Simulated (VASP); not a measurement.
# Ba7LiTi8O23 (a cell with a defect) in VASP: single point with PBEsol

Aim: the single point of Ba7LiTi8O23 (a cell with a defect) with PBEsol.

Program: VASP 6.6.1. These are calculated values, not measurements. Logs are shortened: lines on timing, memory, paths and dates and some standing lists are left out, and cuts for length are marked.

## Step 1: The cell of the first run

The cell holds a defect, 39 atoms: a = 7.940 Å, b = 7.940 Å, c = 7.940 Å, α = 90.00°, β = 90.00°, γ = 90.00°.

## Step 2: Single point, PBEsol

INCAR reads:

```
PREC = Accurate ; ENCUT = 520
EDIFF = 1E-7 ; ISMEAR = -1
SIGMA = 0.05 ; LREAL = Auto
LASPH = True ; NELM = 100
ALGO = Normal ; ISIF = 2
LWAVE = False ; LCHARG = True
GGA = PS ; LELF = True
LVHAR = True ; NBANDS = 178
NELECT = 308.0 ; ISYM = 0
```

KPOINTS reads:

```
Automatic mesh
0
Gamma
  1 1 1
  0.25 0.25 0.25
```

POSCAR reads:

```
Ba7LiTi8O23
1.0
    7.9404200000      0.0000000000      0.0000000000
    0.0000000000      7.9404200000      0.0000000000
    0.0000000000      0.0000000000      7.9404200000
Ba Li Ti O
7 1 8 23
Direct
    0.9973130000      0.9977190000      0.0005620000
    0.9976450000      0.9957840000      0.5004960000
    0.9969720000      0.5013730000      0.0012980000
    0.9962770000      0.5005130000      0.5006530000
    0.5037120000      0.9968680000      0.0017980000
    0.5022810000      0.0065300000      0.5016170000
    0.5027900000      0.5005620000      0.0020490000
    0.4986670000      0.6205400000      0.5070200000
    0.2428570000      0.2431360000      0.2350100000
    0.2622650000      0.2627930000      0.7597490000
    0.2491500000      0.7357800000      0.2550410000
    0.2572950000      0.7566900000      0.7499070000
    0.7353010000      0.2578150000      0.2590290000
    0.7569910000      0.2598960000      0.7501760000
    0.7447850000      0.7500950000      0.2564930000
    0.7532770000      0.7526570000      0.7528780000
    0.2480410000      0.2394070000      0.9998560000
    0.2521230000      0.7485280000      0.9992270000
    0.2555450000      0.7411390000      0.5006860000
    0.7514930000      0.2462450000      0.9980550000
    0.7528460000      0.2421100000      0.4981730000
    0.7464240000      0.7456370000      0.9983750000
    0.7435990000      0.7435680000      0.4986300000
    0.0090790000      0.2490930000      0.2589180000
    0.9985490000      0.2450250000      0.7446270000
    0.0017570000      0.7472720000      0.2519310000
    0.9960020000      0.7462930000      0.7486040000
    0.5009450000      0.2459450000      0.2499320000
    0.4946190000      0.2447780000      0.7495850000
    0.5013300000      0.7443290000      0.2556510000
    0.4979290000      0.7404250000      0.7438350000
    0.2525590000      0.0039470000      0.2605030000
    0.2504500000      0.9935720000      0.7444960000
    0.2494190000      0.4964020000      0.2507490000
    0.2451940000      0.4914860000      0.7498680000
    0.7496020000      0.9927670000      0.2494110000
    0.7465510000      0.9905870000      0.7489160000
    0.7533560000      0.4957010000      0.2459430000
    0.7521940000      0.4941630000      0.7517010000
```

Potentials or basis: VASP PAW PBE potentials, release 64 (Ba_sv, Li_sv, Ti_sv, O).

Command:

```sh
$ cat potpaw_PBE.64/Ba_sv/POTCAR potpaw_PBE.64/Li_sv/POTCAR potpaw_PBE.64/Ti_sv/POTCAR potpaw_PBE.64/O/POTCAR > POTCAR
$ mpirun -np 1 vasp_std > vasp.out
```

OUTCAR:

```text
PREC = Accurate
   ENCUT = 520
   EDIFF = 1E-7
   ISMEAR = -1
   LREAL = Auto
   LASPH = True
   NELM = 100
   ISIF = 2
   GGA = PS
   NELECT = 308.0
   ISYM = 0

 ion  position               nearest neighbor table
   1  0.997  0.998  0.001-  17 2.77  20 2.78  36 2.79  26 2.82  37 2.82  22 2.82  25 2.83  27 2.83
                            18 2.83  33 2.86  24 2.86  32 2.89   9 3.33  16 3.38  12 3.45  14 3.45
   2  0.998  0.996  0.500-  21 2.76  25 2.77  32 2.78  24 2.78  33 2.79  26 2.79  27 2.79  36 2.80
                            37 2.80  23 2.84  19 2.88  16 3.39  15 3.40  12 3.43  14 3.46  11 3.47
   3  0.997  0.501  0.001-  38 2.74  39 2.78  22 2.78  26 2.79  27 2.79  35 2.81  20 2.81  34 2.82
                            18 2.82  24 2.86  25 2.88  17 2.88  14 3.36   9 3.39  11 3.40  16 3.41
   4  0.996  0.501  0.501-  24 2.77  27 2.77  39 2.78  26 2.78  23 2.78  38 2.80  35 2.80  25 2.81
                            19 2.81  21 2.82  34 2.82  14 3.34  11 3.37  15 3.42  13 3.42  16 3.43
   5  0.504  0.997  0.002-  36 2.77  22 2.77  37 2.78  20 2.79  28 2.79  17 2.80  18 2.81  29 2.81
                            30 2.84  32 2.86  33 2.87  31 2.89  12 3.39   9 3.40  15 3.40  16 3.40
   6  0.502  0.007  0.502-  21 2.73  29 2.73  32 2.76  28 2.76  37 2.76  33 2.78  36 2.81  23 2.83
                            30 2.85  31 2.86  19 2.88   8 3.07  13 3.33  12 3.41  15 3.41  10 3.46
   7  0.503  0.501  0.002-  22 2.74  38 2.78  30 2.79  31 2.80  18 2.80  39 2.81  34 2.82  28 2.82
                            20 2.82  29 2.85  35 2.86  17 2.90  10 3.30  13 3.36  11 3.40  15 3.42
   8  0.499  0.621  0.507-  31 2.11  19 2.16  23 2.18  30 2.22   6 3.07
   9  0.243  0.243  0.235-  24 1.87  17 1.87  32 1.91  34 2.02  28 2.05   1 3.33   3 3.39   5 3.40
                             7 3.44   2 3.48   6 3.50   4 3.53
  10  0.262  0.263  0.760-  35 1.82  29 1.85  17 1.92  25 2.10  33 2.14   7 3.30   3 3.42   5 3.44
                             6 3.46   4 3.50   1 3.54   2 3.63
  11  0.249  0.736  0.255-  34 1.90  19 1.95  26 1.97  30 2.00  18 2.03  32 2.13   4 3.37   3 3.40
                             7 3.40   2 3.47   1 3.52   5 3.53   6 3.53
  12  0.257  0.757  0.750-  33 1.88  31 1.92  18 1.98  19 1.98  27 2.08  35 2.11   5 3.39   6 3.41
                             2 3.43   1 3.45   7 3.46   4 3.51   3 3.52
  13  0.735  0.258  0.259-  28 1.86  38 1.90  21 1.91  20 2.08  36 2.11  24 2.18   6 3.33   7 3.36
                             4 3.42   5 3.44   3 3.50   2 3.51   1 3.58
  14  0.757  0.260  0.750-  39 1.86  25 1.92  20 1.97  21 2.01  29 2.09  37 2.14   4 3.34   3 3.36
                             7 3.42   1 3.45   2 3.46   6 3.47   5 3.52
  15  0.745  0.750  0.256-  23 1.92  36 1.93  30 1.93  38 2.02  26 2.04  22 2.05   2 3.40   5 3.40
                             6 3.41   4 3.42   7 3.42   3 3.47   1 3.47
  16  0.753  0.753  0.753-  37 1.89  27 1.93  22 1.95  23 2.02  31 2.03  39 2.05   1 3.38   2 3.39
                             5 3.40   3 3.41   4 3.43   7 3.45   6 3.47
  17  0.248  0.239  1.000-   9 1.87  10 1.92   1 2.77   5 2.80   3 2.88   7 2.90
  18  0.252  0.749  0.999-  12 1.98  11 2.03   7 2.80   5 2.81   3 2.82   1 2.83
  19  0.256  0.741  0.501-  11 1.95  12 1.98   8 2.16   4 2.81   6 2.88   2 2.88
  20  0.751  0.246  0.998-  14 1.97  13 2.08   1 2.78   5 2.79   3 2.81   7 2.82
  21  0.753  0.242  0.498-  13 1.91  14 2.01   6 2.73   2 2.76   4 2.82
[... 4 lines left out ...]
  26  0.002  0.747  0.252-  11 1.97  15 2.04   4 2.78   3 2.79   2 2.79   1 2.82
  27  0.996  0.746  0.749-  16 1.93  12 2.08   4 2.77   2 2.79   3 2.79   1 2.83
  28  0.501  0.246  0.250-  13 1.86   9 2.05   6 2.76   5 2.79   7 2.82
[... 185 lines left out ...]
  Thomas-Fermi vector in A             =   2.516101
   LORBIT       =      0    0 simple, 1 ext, 2 COOP (PROOUT), +10 PAW based schemes
   GGA     = PS    functional components
   LHFCALC =     F    Hartree Fock is set to
   AEXX    =    0.0000 exact exchange contribution
   IVDW    =     0    specifies the selected vdW correction
   LEPSILON=     F    determine dielectric tensor
   LRPA    =     F    only Hartree local field effects (RPA)
 non-spin polarized calculation
  energy-cutoff  :      520.00
  volume of cell :      500.65
 maximum number of plane-waves:     13475
   NGX = 29   NGY = 29   NGZ = 29

 number of electron     307.9999984 magnetization

 Free energy of the ion-electron system (eV)
  ---------------------------------------------------
  ext. energy  EPLUGINS =         0.00000000
  ---------------------------------------------------
  free energy    TOTEN  =      -316.95001254 eV

  energy without entropy =     -316.83675799  energy(sigma->0) =     -316.89338527

 E-fermi :   6.0267     XC(G=0): -11.3161

 val. band max:        5.9763413143   @ k =  -0.2500  -0.2500   0.2500
 cond. band min:       6.1111343220   @ k =  -0.2500   0.2500   0.2500
 fundamental gap:      0.1347930077
 Fermi energy:         6.0267017924

 k-point     1 :       0.2500    0.2500    0.2500
  band No.  band energies     occupation
      1     -52.4490      2.00000
      2     -52.4218      2.00000
      3     -52.3880      2.00000
      4     -52.3880      2.00000
      5     -52.3800      2.00000
      6     -52.3467      2.00000
[... 665 lines left out ...]
    165       7.2247      0.00000
    166       7.2348      0.00000
 [bands above 166 left out]

------------------------ aborting loop because EDIFF is reached ----------------------------------------

  FORCE on cell =-STRESS in cart. coord.  units (eV):
  Direction    XX          YY          ZZ          XY          YZ          ZX
  --------------------------------------------------------------------------------------
  -------------------------------------------------------------------------------------
  Total       13.4410596     15.6206677     14.8474403     -0.0562733      0.1938629      0.2121146
  in kB       43.0143799     49.9896106     47.5151108     -0.1800871      0.6204045      0.6788139
  external PRESSURE =      46.8397004 kB  Pullay stress =       0.0000000 kB

 VOLUME and BASIS-vectors are now :
 -----------------------------------------------------------------------------
  energy-cutoff  :      520.00
  volume of cell :      500.65
      direct lattice vectors                 reciprocal lattice vectors
     7.940420000  0.000000000  0.000000000     0.125937923  0.000000000  0.000000000
     0.000000000  7.940420000  0.000000000     0.000000000  0.125937923  0.000000000
     0.000000000  0.000000000  7.940420000     0.000000000  0.000000000  0.125937923

 POSITION                                       TOTAL-FORCE (eV/Angst)
 -----------------------------------------------------------------------------------
      7.91908      7.92231      0.00446        -0.027208     -0.072934      0.007298
      7.92172      7.90694      3.97415         0.007215     -0.026673      0.003753
      7.91638      3.98111      0.01031         0.000809      0.041076      0.000855
      7.91086      3.97428      3.97540         0.001012      0.049206      0.007246
      3.99968      7.91555      0.01428         0.007349     -0.071920     -0.007710
      3.98832      0.05185      3.98305        -0.011498     -0.034301     -0.025380
[... 31 lines left out ...]
      5.98196      3.93607      1.95289        -0.008022     -0.101001      0.062025
      5.97274      3.92386      5.96882        -0.014700     -0.016505     -0.006898
 -----------------------------------------------------------------------------------
    total drift:                               -0.007425      0.005940     -0.010135

  FREE ENERGIE OF THE ION-ELECTRON SYSTEM (eV)
  ---------------------------------------------------
  free  energy   TOTEN  =      -316.9500125397 eV

  energy  without entropy=     -316.8367579937  energy(sigma->0) =     -316.89338527
```

OSZICAR:

```text
N       E                     dE             d eps       ncg     rms          rms(c)
DAV:   1     0.437768202167E+04    0.43777E+04   -0.15157E+05  1424   0.189E+03
DAV:   2     0.552876238659E+03   -0.38248E+04   -0.36586E+04  1456   0.562E+02
DAV:   3    -0.315708437772E+03   -0.86858E+03   -0.84595E+03  1800   0.235E+02
[... 15 lines left out ...]
DAV:  19    -0.316950004892E+03   -0.16266E-04   -0.37129E-05  1816   0.206E-02    0.898E-03
DAV:  20    -0.316950010288E+03   -0.53966E-05   -0.11632E-05  2016   0.125E-02    0.565E-03
DAV:  21    -0.316950012012E+03   -0.17243E-05   -0.59199E-06  1856   0.829E-03    0.343E-03
DAV:  22    -0.316950012477E+03   -0.46445E-06   -0.13692E-06  1704   0.428E-03    0.248E-03
DAV:  23    -0.316950012540E+03   -0.62832E-07   -0.72629E-07  1600   0.273E-03
   1 F= -.31695001E+03 E0= -.31689339E+03  d E =-.113255E+00
```

Run time: 13 min. Hardware: 1 thread of Intel Xeon Platinum 8375C at 2.90GHz (Ice Lake), shared host; peak memory 0.64 GiB.

What came out:

* Free energy: -316.9500 eV
* Largest force: 0.240 eV/Å

Forces on the atoms (eV/Å):
```
Ba  -0.027 -0.073  0.007
Ba   0.007 -0.027  0.004
Ba   0.001  0.041  0.001
Ba   0.001  0.049  0.007
Ba   0.007 -0.072 -0.008
Ba  -0.011 -0.034 -0.025
Ba   0.003  0.067 -0.014
Li   0.018  0.016  0.005
Ti   0.185  0.145 -0.049
Ti  -0.071 -0.173  0.148
Ti   0.103  0.072  0.060
Ti  -0.166 -0.096 -0.074
Ti   0.113  0.061  0.040
Ti  -0.093 -0.115 -0.087
Ti   0.028  0.023 -0.098
Ti  -0.134 -0.085 -0.093
O   -0.056  0.046  0.006
O    0.012 -0.008  0.114
O    0.047 -0.028 -0.087
O   -0.016  0.006  0.053
O   -0.014  0.055 -0.013
O    0.035 -0.014  0.037
O   -0.032 -0.058  0.111
O   -0.032 -0.052  0.018
O    0.070  0.040 -0.038
O    0.031 -0.002 -0.002
O    0.133  0.016  0.012
O   -0.152  0.009  0.053
O    0.052  0.050 -0.079
O   -0.126 -0.035  0.042
O    0.038  0.004 -0.043
O   -0.036  0.011  0.012
O    0.022  0.114 -0.058
O   -0.025 -0.149  0.028
O    0.048  0.077 -0.097
O    0.026  0.100  0.025
O    0.033  0.136  0.028
O   -0.008 -0.101  0.062
O   -0.015 -0.017 -0.007
```

Caveat: the k points lie up to 0.79 Å⁻¹ apart; the cell carries a net charge on a neutralising background, which shifts energy and pressure; the cell is charged against a uniform background, so pressure and absolute levels hang on convention; the cutoff is under 1.25 times the usual one of these potentials, so pressure, stress and relaxed cells hold a basis-set (Pulay) error; the PAW data sets were made with another functional, which shifts forces and pressure a little; spin-orbit coupling is left out, which moves the levels of the heavy elements.
